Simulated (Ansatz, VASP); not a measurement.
**Two plane-wave programs on BN**

```xyz
8
Lattice="0.0000 0.0000 4.3377 2.5077 3.3395 2.1688 -2.5077 3.3395 2.1688" Properties=species:S:1:pos:R:3 pbc="T T T"
B     1.2538    3.3395    4.2048
B    -1.2538    3.3395    4.3381
B     0.0000    3.3395    2.1693
B     2.5077    3.3395    2.1693
N     1.2538    3.3395    2.8915
N    -1.2538    3.3395    2.8915
N     0.0000    3.3395    5.0603
N     0.0000    0.0000    2.8915
```

Alike in both runs: task single point; functional PBE; dispersion D3(BJ); k mesh 6 × 6 × 6; occupations gaussian, width 0.05 eV; no spin polarisation.

```csv
,VASP,Ansatz
version,VASP 6.6.1,Ansatz 0.2.0
potentials or method,"VASP PAW PBE potentials, release 64 (B, N), cutoff 520 eV","scalar-relativistic, plane waves, PAW"
valence electrons in the cell,32,32
```

```tsv
	VASP	Ansatz	Ansatz less VASP
gap on the k mesh at the Fermi level (eV)	3.35	3.35	+0.008
least direct gap on the mesh (eV)	3.70	3.71	+0.006
pressure (GPa)	2.1	2.0	-0.05
traceless stress, the component that is largest in VASP (GPa)	6.02	5.93	-0.094
rms of the force components (eV/Å)	1.945	1.947	+0.0021
```

Atom by atom the forces differ by 0.003 eV/Å (rms over components).
